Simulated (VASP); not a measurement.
Set up this calculation in VASP 6.6.1, as the native input.

| Property | Result |
| --- | --- |
| Task | single point |
| Functional | PBE |
| Potentials or basis | VASP PAW PBE potentials, release 64 (B, As) |
| Cutoff | 520 eV |
| k mesh | 10 × 10 × 10 |
| Occupations | gaussian, width 0.05 eV |
| Spin | no spin polarisation |
| Dipole correction | no |
| Further INCAR settings | ALGO = Normal; EDIFF = 1e-07; NBANDS = 11 |

The structure of BAs lies in POSCAR:

```
BAs
1.0
    0.0000000000      2.4044111616      2.5967640545
    2.4044111616      0.0000000000      2.5967640545
    2.4044111616      2.4044111616      0.0000000000
B As
1 1
Direct
    0.0000000000      0.0000000000      0.0000000000
    0.7500000000      0.7500000000      0.7500000000
```

This cell differs from its parent crystal: strain +0.000 along x and y, +0.080 along z.

One way to write it, as run:

INCAR

```
PREC     = Accurate       # precision mode
ENCUT    = 520            # plane-wave cutoff, eV
EDIFF    = 1E-7           # SCF threshold, eV
ISMEAR   = 0              # smearing method
SIGMA    = 0.05           # smearing width, eV
LREAL    = False          # projectors in reciprocal space
LASPH    = True           # aspherical terms in the spheres
NELM     = 60             # most SCF steps
ALGO     = Normal         # electronic algorithm
ISIF     = 2              # what is computed and relaxed
LWAVE    = False          # write WAVECAR
LCHARG   = False          # write CHGCAR
GGA      = PE             # functional
NBANDS   = 11             # bands
```

KPOINTS

```
Automatic mesh
0
Gamma
  10 10 10
```

Potentials or basis: VASP PAW PBE potentials, release 64 (B, As).

Run with:

```bash
$ cat potpaw_PBE.64/B/POTCAR potpaw_PBE.64/As/POTCAR > POTCAR
$ mpirun -np 1 vasp_std > vasp.out
```

It gave:

```yaml
Pressure: -8.1 GPa
Band_gap_on_the_k_mesh: 0.73 eV, indirect (least direct gap 2.78 eV)
```

Caveat: the cell differs from its parent crystal (strain +0.000 along x and y, +0.080 along z).

Wall time 25 s on 1 thread of Intel(R) Xeon(R) Platinum 8488C (Sapphire Rapids), on a shared host, peak memory 0.18 GiB.
